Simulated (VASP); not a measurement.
# GaN (F-43m) in VASP: settings compared

The runs below take GaN through dielectric tensor, elastic constants, with PBEsol, LDA.

All numbers are computed with VASP 6.6.1; they aren't measurements. Logs are shortened: lines on timing, memory, paths and dates and some standing lists are left out, and cuts for length are marked.

**1. The cell of the first run**

Symmetry: F-43m, No. 216, cubic system. The conventional cell has a = 4.507 Å, b = 4.507 Å, c = 4.507 Å, α = 90.00°, β = 90.00°, γ = 90.00°. Within 2.6 Å of Ga (site symmetry -43m) lie 4 N at 1.95 Å. Within 2.6 Å of N (site symmetry -43m) lie 4 Ga at 1.95 Å.

**2. Dielectric tensor, PBEsol**

Contents of INCAR:

```
SYSTEM = GaN
PREC     = Accurate       ! precision mode
ENCUT    = 520            ! plane-wave cutoff, eV
EDIFF    = 1E-8           ! SCF threshold, eV
ISMEAR   = 0              ! smearing method
SIGMA    = 0.01           ! smearing width, eV
LREAL    = .FALSE.        ! projectors in reciprocal space
LASPH    = .TRUE.         ! aspherical terms in the spheres
NELM     = 100            ! most SCF steps
ALGO     = Normal         ! electronic algorithm
ISIF     = 2              ! what is computed and relaxed
LWAVE    = .FALSE.        ! write WAVECAR
LCHARG   = .FALSE.        ! write CHGCAR
GGA      = PS             ! functional
LEPSILON = .TRUE.         ! dielectric tensor by DFPT
```

Contents of KPOINTS:

```
regular mesh
0
G
  10 10 10
  0 0 0
```

Contents of POSCAR:

```
GaN
1.0
    0.0000000000      2.2535006075      2.2535006075
    2.2535006075      0.0000000000      2.2535006075
    2.2535006075      2.2535006075      0.0000000000
Ga N
1 1
Direct
    0.0000000000      0.0000000000      0.0000000000
    0.2500000000      0.2500000000      0.2500000000
```

Potentials or basis: VASP PAW PBE potentials, release 64 (Ga_d, N).

Launch:

```console
$ cat potpaw_PBE.64/Ga_d/POTCAR potpaw_PBE.64/N/POTCAR > POTCAR
$ mpirun -np 1 vasp_std > vasp.out
```

OUTCAR:

```text
SYSTEM = GaN
   PREC = Accurate
   ENCUT = 520
   EDIFF = 1E-8
   ISMEAR = 0
   LREAL = .FALSE.
   LASPH = .TRUE.
   NELM = 100
   ISIF = 2
   GGA = PS
   LEPSILON = .TRUE.

 ion  position               nearest neighbor table
   1  0.000  0.000  0.000-   2 1.95   2 1.95   2 1.95   2 1.95
   2  0.250  0.250  0.250-   1 1.95   1 1.95   1 1.95   1 1.95

  LATTYP: Found a face centered cubic cell.
 ALAT       =     4.5070012150

  Lattice vectors:

 A1 = (   0.0000000000,   2.2535006075,   2.2535006075)
 A2 = (   2.2535006075,   0.0000000000,   2.2535006075)
 A3 = (   2.2535006075,   2.2535006075,   0.0000000000)

Analysis of symmetry for initial positions (statically):
=====================================================================
 Subroutine PRICEL returns:
 Original cell was already a primitive cell.

 Routine SETGRP: Setting up the symmetry group for a
 face centered cubic supercell.

 Subroutine GETGRP returns: Found 24 space group operations
 (whereof 24 operations were pure point group operations)
 out of a pool of 48 trial point group operations.

The static configuration has the point symmetry T_d .

Analysis of symmetry for dynamics (positions and initial velocities):
=====================================================================
 Subroutine PRICEL returns:
 Original cell was already a primitive cell.

 Routine SETGRP: Setting up the symmetry group for a
 face centered cubic supercell.

 Subroutine GETGRP returns: Found 24 space group operations
 (whereof 24 operations were pure point group operations)
 out of a pool of 48 trial point group operations.

The dynamic configuration has the point symmetry T_d .

 Subroutine INISYM returns: Found 24 space group operations
 (whereof 24 operations are pure point group operations),
 and found     1 'primitive' translations

----------------------------------------------------------------------------------------

                                     Primitive cell

  volume of cell :      22.8877

  direct lattice vectors                    reciprocal lattice vectors
     0.000000000  2.253500607  2.253500607    -0.221877020  0.221877020  0.221877020
     2.253500607  0.000000000  2.253500607     0.221877020 -0.221877020  0.221877020
     2.253500607  2.253500607  0.000000000     0.221877020  0.221877020 -0.221877020

  length of vectors
     3.186931122  3.186931122  3.186931122     0.384302272  0.384302272  0.384302272

  position of ions in fractional coordinates (direct lattice)
     0.000000000  0.000000000  0.000000000
     0.250000000  0.250000000  0.250000000

  ion indices of the primitive-cell ions
   primitive index   ion index
                 1           1
                 2           2

----------------------------------------------------------------------------------------

 KPOINTS: regular mesh

Automatic generation of k-mesh.
 Grid dimensions read from file:
 generate k-points for:   10   10   10

 Generating k-lattice:

  Cartesian coordinates                     Fractional coordinates (reciprocal lattice)
    -0.022187702  0.022187702  0.022187702     0.100000000  0.000000000  0.000000000
     0.022187702 -0.022187702  0.022187702     0.000000000  0.100000000  0.000000000
     0.022187702  0.022187702 -0.022187702     0.000000000  0.000000000  0.100000000

  Length of vectors
     0.038430227  0.038430227  0.038430227
[... 79 lines left out ...]
   GGA     = PS    functional components
   LHFCALC =     F    Hartree Fock is set to
   AEXX    =    0.0000 exact exchange contribution
   IVDW    =     0    specifies the selected vdW correction
   LEPSILON=     T    determine dielectric tensor
   LRPA    =     F    only Hartree local field effects (RPA)
 non-spin polarized calculation
 Gauss-broadening in eV      SIGMA  =   0.01
  energy-cutoff  :      520.00
  volume of cell :       22.89
 maximum number of plane-waves:       636
   NGX = 11   NGY = 11   NGZ = 11

--------------------------------------- Ionic step        1  -------------------------------------------

 number of electron      18.0000004 magnetization

 E-fermi :   5.2289     XC(G=0): -11.9019

 val. band max:        5.1491721543   @ k =   0.0000   0.0000   0.0000
 cond. band min:       6.8322235302   @ k =   0.0000   0.0000   0.0000
 fundamental gap:      1.6830513758
 Fermi energy:         5.2288848066

 k-point     1 :       0.0000    0.0000    0.0000
  band No.  band energies     occupation
      1     -10.7825      2.00000
      2      -8.2535      2.00000
      3      -8.2535      2.00000
      4      -8.2535      2.00000
      5      -7.9285      2.00000
      6      -7.9285      2.00000
      7       5.1492      2.00000
      8       5.1492      2.00000
      9       5.1492      2.00000
     10       6.8322      0.00000
     11      15.3524      0.00000
     12      15.3524      0.00000
     13      15.3524      0.00000
[... 354 lines left out ...]
  band No.  band energies     occupation
      1      -9.7737      2.00000
      2      -8.1246      2.00000
      3      -8.0265      2.00000
      4      -8.0257      2.00000
      5      -7.8672      2.00000
      6      -7.0134      2.00000
      7       0.0959      2.00000
      8       2.6440      2.00000
      9       2.9736      2.00000
     10       9.4954      0.00000
     11      12.2256      0.00000
     12      15.8157      0.00000
     13      17.9220      0.00000

 [... further k-points ...]

  FORCE on cell =-STRESS in cart. coord.  units (eV):
  Direction    XX          YY          ZZ          XY          YZ          ZX
  --------------------------------------------------------------------------------------
  -------------------------------------------------------------------------------------
  Total       -0.1879812     -0.1879812     -0.1879812      0.0000000     -0.0000000      0.0000000
  in kB      -13.1589699    -13.1589699    -13.1589699      0.0000000     -0.0000000      0.0000000
  external PRESSURE =     -13.1589699 kB  Pullay stress =       0.0000000 kB

 VOLUME and BASIS-vectors are now :
 -----------------------------------------------------------------------------
  energy-cutoff  :      520.00
  volume of cell :       22.89
      direct lattice vectors                 reciprocal lattice vectors
     0.000000000  2.253500607  2.253500607    -0.221877020  0.221877020  0.221877020
     2.253500607  0.000000000  2.253500607     0.221877020 -0.221877020  0.221877020
     2.253500607  2.253500607  0.000000000     0.221877020  0.221877020 -0.221877020

 POSITION                                       TOTAL-FORCE (eV/Angst)
 -----------------------------------------------------------------------------------
      0.00000      0.00000      0.00000        -0.000000     -0.000000     -0.000000
      1.12675      1.12675      1.12675         0.000000      0.000000      0.000000
 -----------------------------------------------------------------------------------
    total drift:                                0.000001      0.000001      0.000001

  FREE ENERGIE OF THE ION-ELECTRON SYSTEM (eV)
  ---------------------------------------------------
  free  energy   TOTEN  =       -13.1219586071 eV

  energy  without entropy=      -13.1219586071  energy(sigma->0) =      -13.12195861

 HEAD OF MICROSCOPIC STATIC DIELECTRIC TENSOR (INDEPENDENT PARTICLE, excluding Hartree and local field effects)
 ------------------------------------------------------
           6.265073     0.000000    -0.000000
          -0.000000     6.265073     0.000000
           0.000000    -0.000000     6.265073
 ------------------------------------------------------

 Free energy of the ion-electron system (eV)
  ---------------------------------------------------
  ---------------------------------------------------
  free energy    TOTEN  =        -0.34320442 eV

  energy without entropy =       -0.34320442

------------------------ aborting loop because EDIFF is reached ----------------------------------------

--------------------------------------- Ionic step        2  -------------------------------------------

------------------------ aborting loop because EDIFF is reached ----------------------------------------

--------------------------------------- Ionic step        3  -------------------------------------------

 Free energy of the ion-electron system (eV)
  ---------------------------------------------------
  ---------------------------------------------------
  free energy    TOTEN  =        -0.34320438 eV

  energy without entropy =       -0.34320438

------------------------ aborting loop because EDIFF is reached ----------------------------------------

 PIEZOELECTRIC TENSOR FIELD DIRECTION 3  (e Angst)
 -----------------------------------------------------------------------------
    -0.00102 -1.45335  0.00000           ( -0.00000 -0.10024  0.00000)
    -1.45335 -0.00102  0.00000           ( -0.10024 -0.00000  0.00000)
     0.00000  0.00000  0.00096           (  0.00000  0.00000 -0.00000)

 PIEZOELECTRIC TENSOR FIELD DIRECTION 3  (C/m^2)
 -----------------------------------------------------------------------------
    -0.00071 -1.01737  0.00000
    -1.01737 -0.00071  0.00000
     0.00000  0.00000  0.00067

 MACROSCOPIC STATIC DIELECTRIC TENSOR (including local field effects in DFT)
 ------------------------------------------------------
           6.082825     0.000000    -0.000000
           0.000000     6.082825     0.000000
           0.000000     0.000000     6.082825
 ------------------------------------------------------

 PIEZOELECTRIC TENSOR (including local field effects)  for field in x, y, z        (e  Angst)
          XX          YY          ZZ          XY          YZ          ZX
  --------------------------------------------------------------------------------
  x     0.00000    -0.00000    -0.00000     0.00000    -1.45469     0.00000
  y    -0.00000     0.00000     0.00000     0.00000     0.00000    -1.45469
  z    -0.00000    -0.00000     0.00000    -1.45469     0.00000     0.00000

 PIEZOELECTRIC TENSOR (including local field effects)  for field in x, y, z        (C/m^2)
          XX          YY          ZZ          XY          YZ          ZX
  --------------------------------------------------------------------------------
  x     0.00000    -0.00000    -0.00000     0.00000    -1.01830     0.00000
  y    -0.00000     0.00000     0.00000     0.00000     0.00000    -1.01830
  z    -0.00000    -0.00000     0.00000    -1.01830     0.00000     0.00000

 BORN EFFECTIVE CHARGES (including local field effects) (in |e|, cummulative output)
 ---------------------------------------------------------------------------------
 ion    1
    1     2.65524     0.00000     0.00000
    2    -0.00000     2.65524    -0.00000
    3    -0.00000     0.00000     2.65524
 ion    2
    1    -2.65524     0.00000     0.00000
    2     0.00000    -2.65524     0.00000
    3     0.00000    -0.00000    -2.65524
```

It took 3.4 min on 1 thread of Intel Xeon Platinum 8375C at 2.90GHz (Ice Lake), shared host; peak memory 0.26 GiB.

What came out:

```
Band gap on the k mesh                  : 1.68 eV, direct
Electronic dielectric tensor (diagonal) : 6.08
Born charges (mean of the diagonal)     : Ga +2.66; N -2.66 e
```

Levels at points of the mesh, in eV from the valence-band top:
```tsv
k point	band 5	band 6	band 7	band 8	band 9	band 10	band 11	band 12	band 13
(0.00, 0.00, 0.00)	-13.08	-13.08	0.00	0.00	0.00	1.68	10.20	10.20	10.20
(0.50, 0.00, 0.00)	-13.03	-11.83	-7.11	-0.98	-0.98	4.56	8.63	10.26	10.26
(0.50, 0.50, 0.00)	-13.00	-11.40	-6.18	-2.73	-2.73	3.22	6.56	11.57	13.88
```

Electronic dielectric tensor:
```
6.08 0.00 0.00
0.00 6.08 0.00
0.00 0.00 6.08
```

Born effective charge tensors (e):
atom 1, Ga
```
2.66 0.00 0.00
0.00 2.66 0.00
0.00 0.00 2.66
```
atom 2, N
```
-2.66  0.00  0.00
 0.00 -2.66  0.00
 0.00  0.00 -2.66
```

Caveat: the PAW data sets were made with another functional, which shifts forces and pressure a little.

**3. Elastic constants, LDA**

Contents of INCAR:

```
SYSTEM = GaN
  ALGO = Normal
  EDIFF = 1E-8
  ENCUT = 600
  IBRION = 6
  ISIF = 3
  ISMEAR = -1
  LASPH = .True.
  LCHARG = .False.
  LREAL = .False.
  LWAVE = .False.
  NELM = 100
  NFREE = 2
  NSW = 1
  POTIM = 0.015
  PREC = Accurate
  SIGMA = 0.05
```

Contents of KPOINTS:

```
k-points
0
Gamma
  7 7 7
  0 0 0
```

POSCAR is that of step 2.

Potentials or basis: VASP PAW LDA potentials, release 64 (Ga_d, N).

Launch:

```console
$ cat potpaw_LDA.64/Ga_d/POTCAR potpaw_LDA.64/N/POTCAR > POTCAR
$ mpirun -np 1 vasp_std > vasp.out
```

OUTCAR:

```text
SYSTEM = GaN
   EDIFF = 1E-8
   ENCUT = 600
   IBRION = 6
   ISIF = 3
   ISMEAR = -1
   LASPH = .True.
   LREAL = .False.
   NELM = 100
   NFREE = 2
   NSW = 1
   POTIM = 0.015
   PREC = Accurate

 ion  position               nearest neighbor table
   1  0.000  0.000  0.000-   2 1.95   2 1.95   2 1.95   2 1.95
   2  0.250  0.250  0.250-   1 1.95   1 1.95   1 1.95   1 1.95

  LATTYP: Found a face centered cubic cell.
 ALAT       =     4.5070012150

  Lattice vectors:

 A1 = (   0.0000000000,   2.2535006075,   2.2535006075)
 A2 = (   2.2535006075,   0.0000000000,   2.2535006075)
 A3 = (   2.2535006075,   2.2535006075,   0.0000000000)

[... 801 lines left out ...]
          X           Y           Z          XY          YZ          ZX
  --------------------------------------------------------------------------------
  x     0.00000    -0.00000    -0.00000     0.00000     7.46977     0.00000
  y    -0.00000     0.00000    -0.00000     0.00000     0.00000     7.46977
  z    -0.00000    -0.00000     0.00000     7.46977     0.00000     0.00000

 INTERNAL STRAIN TENSOR FOR ION    2 for displacements in x,y,z  (eV/Angst):
          X           Y           Z          XY          YZ          ZX
  --------------------------------------------------------------------------------
  x    -0.00000    -0.00000    -0.00000     0.00000    -7.47181     0.00000
  y    -0.00000     0.00000    -0.00000     0.00000     0.00000    -7.47181
  z    -0.00000    -0.00000    -0.00000    -7.47181     0.00000     0.00000

 Eigenvectors and eigenvalues of the dynamical matrix
 ----------------------------------------------------

   1 f  =   15.866405 THz    99.691563 2PiTHz  529.246305 cm-1    65.618149 meV
             X         Y         Z           dx          dy          dz
      0.000000  0.000000  0.000000    -0.000000   -0.409146   -0.000000
      1.126750  1.126750  1.126750     0.000000    0.912469    0.000000
[... 21 lines left out ...]
   6 f/i=    0.003658 THz     0.022983 2PiTHz    0.122012 cm-1     0.015128 meV
             X         Y         Z           dx          dy          dz
      0.000000  0.000000  0.000000    -0.855703    0.316500    0.014144
      1.126750  1.126750  1.126750    -0.383692    0.141917    0.006342

--------------------------------------------------------------------------------------------------------

 ELASTIC MODULI CONTR FROM IONIC RELAXATION (kBar)
 Direction    XX          YY          ZZ          XY          YZ          ZX
 --------------------------------------------------------------------------------
 XX          -0.0000     -0.0000     -0.0000     -0.0000     -0.0000     -0.0000
 YY          -0.0000     -0.0000     -0.0000     -0.0000     -0.0000      0.0000
 ZZ          -0.0000     -0.0000     -0.0000     -0.0000     -0.0000     -0.0000
 XY          -0.0000     -0.0000     -0.0000   -325.1781      0.0000      0.0000
 YZ          -0.0000     -0.0000     -0.0000      0.0000   -325.1781      0.0000
 ZX          -0.0000      0.0000     -0.0000      0.0000      0.0000   -325.1781
 --------------------------------------------------------------------------------

 TOTAL ELASTIC MODULI (kBar)
 Direction    XX          YY          ZZ          XY          YZ          ZX
 --------------------------------------------------------------------------------
 XX        2678.6085   1368.8381   1368.8381      0.0000     -0.0000      0.0000
 YY        1368.8381   2678.6085   1368.8381     -0.0000      0.0000      0.0000
 ZZ        1368.8381   1368.8381   2678.6085     -0.0000     -0.0000     -0.0000
 XY           0.0000     -0.0000     -0.0000   1552.8433     -0.0000      0.0000
 YZ          -0.0000      0.0000     -0.0000     -0.0000   1552.8433      0.0000
 ZX           0.0000      0.0000     -0.0000      0.0000      0.0000   1552.8433
 --------------------------------------------------------------------------------
```

Wall time 4 min (1 thread of Intel Xeon 6975P-C, shared host); peak memory 0.2 GiB.

Results:

```yaml
Elastic_constants_C11_C12_C44: 268, 137, 155 GPa
Voigt_bulk_modulus: 181 GPa
Highest_phonon_frequency_at_Γ_LO-TO_splitting_left_out: 529 cm⁻¹
```

Phonon frequencies in cm⁻¹ (negative: imaginary):
| q point | frequencies |
| --- | --- |
| (0.000, 0.000, 0.000) | 0 0 0 529 529 529 |

Elastic tensor in Voigt notation (GPa, in the Cartesian axes of the cell as first typed):
```
268 137 137   0   0   0
137 268 137   0   0   0
137 137 268   0   0   0
  0   0   0 155   0   0
  0   0   0   0 155   0
  0   0   0   0   0 155
```

Clamped-ion elastic tensor (GPa):
```
268 137 137   0   0   0
137 268 137   0   0   0
137 137 268   0   0   0
  0   0   0 188   0   0
  0   0   0   0 188   0
  0   0   0   0   0 188
```

Caveat: the cell is under stress, which shifts elastic constants.

(Part 1 of 2 ends here.)
